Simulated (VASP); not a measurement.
A run of VASP 6.6.1 is set up as follows.

File INCAR:

```
ALGO = Normal
EDIFF = 1E-6
ENCUT = 520
GGA = PS
ISIF = 2
ISMEAR = 0
LASPH = True
LCHARG = False
LREAL = False
LWAVE = False
NBANDS = 16
NELM = 60
PREC = Accurate
SIGMA = 0.05
```

KPOINTS

```
k-points
0
Gamma
  9 9 6
```

Contents of POSCAR:

```
AlN
1.0
    3.2421000000      0.0000000000      0.0000000000
   -1.6210500000      2.8077409616      0.0000000000
    0.0000000000      0.0000000000      4.3069000000
Al N
2 2
Direct
    0.3333333333      0.6666666667      0.7500000000
    0.6666666667      0.3333333333      0.2500000000
    0.3333333333      0.6666666667      0.2500000000
    0.6666666667      0.3333333333      0.7500000000
```

Potentials or basis: VASP PAW PBE potentials, release 64 (Al, N).

Launch:

```console
$ cat potpaw_PBE.64/Al/POTCAR potpaw_PBE.64/N/POTCAR > POTCAR
$ mpirun -np 1 vasp_std > vasp.out
```

**Question.** Estimate the band gap on the k mesh.

**Answer.** 3.18 eV, direct.

**Question.** Predict the pressure.

**Answer.** 1.9 GPa.

Stress tensor (GPa, compression positive):
```
 5.57  0.00  0.00
 0.00  5.57  0.00
 0.00  0.00 -5.54
```

Caveat: the PAW data sets were made with another functional, which shifts forces and pressure a little. As with any semilocal functional, this PBEsol gap is likely too small.
